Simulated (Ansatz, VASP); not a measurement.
**LiBr in VASP and in Ansatz**

```xyz
2
Lattice="0.0000 2.7554 2.7554 2.7554 0.0000 2.7554 2.7554 2.7554 0.0000" Properties=species:S:1:pos:R:3 pbc="T T T"
Li    0.0000    0.0000    0.0000
Br    2.7554    2.7554    2.7554
```

Alike in both runs: functional PBE; k mesh 8 × 8 × 8; occupations gaussian, width 0.02 eV; no spin polarisation.

Ansatz relaxed the structure, and its values are those at the end. VASP's run is a single point on that final structure, the one shown.

|  | VASP | Ansatz |
| --- | --- | --- |
| version | VASP 6.6.1 | Ansatz 0.2.0 |
| potentials or method | VASP PAW PBE potentials, release 64 (Li_sv, Br), cutoff 750 eV | scalar-relativistic, plane waves, PAW |
| valence electrons in the cell | 10 | 10 |

|  | VASP | Ansatz | Ansatz less VASP |
| --- | --- | --- | --- |
| gap on the k mesh at the Fermi level (eV) | 4.92 | 4.92 | -0.004 |
| least direct gap on the mesh (eV) | 4.92 | 4.92 | -0.004 |
| pressure (GPa) | 0.0 | 0.0 | +0.05 |

The functional is the same, so the differences come from potentials, cutoffs and numerics.
